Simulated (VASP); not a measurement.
A run of VASP 6.6.1 is set up as follows.

Contents of INCAR:

```
SYSTEM = GaSb
ALGO = Normal
EDIFF = 1E-6
ENCUT = 500
GGA = PE
GGA_COMPAT = .False.
ISIF = 2
ISMEAR = 0
LASPH = .True.
LCHARG = .False.
LREAL = .False.
LWAVE = .False.
NBANDS = 16
NELM = 120
PREC = Accurate
SIGMA = 0.1
```

File KPOINTS:

```
k-points
0
Gamma
  12 12 12
  0 0 0
```

The input POSCAR:

```
GaSb
1.0
    0.0000000000      3.1070294942      3.1070294942
    3.1070294942      0.0000000000      3.1070294942
    3.1070294942      3.1070294942      0.0000000000
Ga Sb
1 1
Direct
    0.0000000000      0.0000000000      0.0000000000
    0.2500000000      0.2500000000      0.2500000000
```

Potentials or basis: VASP PAW PBE potentials, release 64 (Ga_d, Sb).

Launch:

```console
$ cat potpaw_PBE.64/Ga_d/POTCAR potpaw_PBE.64/Sb/POTCAR > POTCAR
$ mpirun -np 1 vasp_std > vasp.out
```

What does it give for the pressure?

0.1 GPa.

Predict the band gap on the k mesh.

zero (filled and empty bands touch).

Caveat: spin-orbit coupling is left out, which moves the levels of the heavy elements.
